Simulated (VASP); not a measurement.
A run of VASP 6.6.1 is set up as follows.

The input INCAR:

```
PREC = Accurate ; ENCUT = 600
EDIFF = 1E-6 ; ISMEAR = 0
SIGMA = 0.1 ; LREAL = F
LASPH = T ; NELM = 80
ALGO = Normal ; ISIF = 3
LWAVE = F ; LCHARG = F
GGA = PS ; IBRION = 2
NSW = 80 ; EDIFFG = -0.05
PSTRESS = 600.0
```

KPOINTS

```
regular mesh
0
Gamma
  4 4 4
```

POSCAR

```
NaCl3
1.0
    4.5661040899      0.0000000000      0.0000000000
    0.0000000000      4.5661040899      0.0000000000
    0.0000000000      0.0000000000      4.5661040899
Na Cl
2 6
Direct
    0.5000000000      0.5000000000      0.5000000000
    0.0000000000      0.0000000000      0.0000000000
    0.5000000000      0.0000000000      0.7500000000
    0.0000000000      0.2500000000      0.5000000000
    0.7500000000      0.5000000000      0.0000000000
    0.5000000000      0.0000000000      0.2500000000
    0.0000000000      0.7500000000      0.5000000000
    0.2500000000      0.5000000000      0.0000000000
```

Potentials or basis: VASP PAW PBE potentials, release 64 (Na_pv, Cl).

Command:

```console
$ cat potpaw_PBE.64/Na_pv/POTCAR potpaw_PBE.64/Cl/POTCAR > POTCAR
$ mpirun -np 1 vasp_std > vasp.out
```

Q: Predict the band gap on the k mesh.

A: Zero (band 28 reaches 11.91 eV, above the bottom of band 29 at 6.60 eV).

Final structure:
```
CELL_PARAMETERS angstrom
4.56610 0.00000 0.00000
0.00000 4.56610 0.00000
0.00000 0.00000 4.56610
ATOMIC_POSITIONS crystal
Na 0.50000 0.50000 0.50000
Na 0.00000 0.00000 0.00000
Cl 0.50000 0.00000 0.75000
Cl 0.00000 0.25000 0.50000
Cl 0.75000 0.50000 0.00000
Cl 0.50000 0.00000 0.25000
Cl 0.00000 0.75000 0.50000
Cl 0.25000 0.50000 0.00000
```

Caveat: the relaxation stopped at its first step, so nothing moved; the cell is relaxed towards a set pressure, so the enthalpy falls and the energy may rise.
